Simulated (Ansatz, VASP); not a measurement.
One calculation of AlGaN2, two programs

```
CELL_PARAMETERS angstrom
3.09376 0.00000 0.00000
0.00000 3.09376 0.00000
0.00000 0.00000 4.49020
ATOMIC_POSITIONS crystal
Al 0.50000 0.50000 0.50000
Ga 0.00000 0.00000 0.00000
N 0.50000 0.00000 0.73826
N 0.00000 0.50000 0.26174
```

Change from the starting cell: strain -0.015 along x and y, +0.015 along z, atoms carried along.

Alike in both runs: task single point; functional r2SCAN; k mesh 8 × 8 × 6; occupations gaussian, width 0.05 eV; no spin polarisation.

|  | VASP | Ansatz |
| --- | --- | --- |
| version | VASP 6.6.1 | Ansatz 0.2.0 |
| potentials or method | VASP PAW PBE potentials, release 64 (Al, Ga_d, N_h), cutoff 1460 eV | scalar-relativistic, plane waves, PAW |
| valence electrons in the cell | 26 | 26 |

Ansatz gave:

| Quantity | Value |
| --- | --- |
| gap on the k mesh at the Fermi level (eV) | 3.42 |
| least direct gap on the mesh (eV) | 3.42 |
| pressure (GPa) | 2.8 |
| traceless stress, the component that is largest in VASP (GPa) | -2.99 |
| rms of the force components (eV/Å) | 0.061 |

**Question.** What did VASP give for the same quantities?

**Answer.** gap on the k mesh at the Fermi level (eV): 3.43; least direct gap on the mesh (eV): 3.43; pressure (GPa): 3.1; traceless stress, the component that is largest in VASP (GPa): -2.93; rms of the force components (eV/Å): 0.022.

VASP's potentials were made for PBE, not for r2SCAN. Atom by atom the forces differ by 0.039 eV/Å (rms over components).
